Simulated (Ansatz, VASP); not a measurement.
# CO2: VASP beside Ansatz

```
CELL_PARAMETERS angstrom
6.08958 0.00000 0.00000
0.00000 6.08958 0.00000
0.00000 0.00000 5.80276
ATOMIC_POSITIONS crystal
C 0.00000 0.00000 0.00000
C 0.50000 0.00000 0.50000
C 0.50000 0.50000 0.00000
C 0.00000 0.50000 0.50000
O 0.11148 0.11148 0.11148
O 0.38852 0.88852 0.61148
O 0.61148 0.38852 0.88852
O 0.88852 0.61148 0.38852
O 0.88852 0.88852 0.88852
O 0.61148 0.11148 0.38852
O 0.38852 0.61148 0.11148
O 0.11148 0.38852 0.61148
```

Alike in both runs: task single point; functional PBE; k mesh 4 × 4 × 4; occupations gaussian, width 0.05 eV; no spin polarisation.

|  | VASP | Ansatz |
| --- | --- | --- |
| version | VASP 6.6.1 | Ansatz 0.2.0 |
| potentials or method | VASP PAW PBE potentials, release 64 (C, O), cutoff 520 eV | scalar-relativistic, plane waves, PAW |
| valence electrons in the cell | 64 | 64 |

VASP gave:

```
gap on the k mesh at the Fermi level (eV)                     : 6.69
least direct gap on the mesh (eV)                             : 6.69
pressure (GPa)                                                : 4.3
traceless stress, the component that is largest in VASP (GPa) : -0.16
rms of the force components (eV/Å)                            : 0.926
```

Task: Estimate Ansatz's values.

Result: gap on the k mesh at the Fermi level (eV): 6.70; least direct gap on the mesh (eV): 6.70; pressure (GPa): 3.0; traceless stress, the component that is largest in VASP (GPa): -0.07; rms of the force components (eV/Å): 0.598.

Atom by atom the forces differ by 0.328 eV/Å (rms over components).

Noted on VASP's run: the standard files for N, O and F lose accuracy on very short bonds.
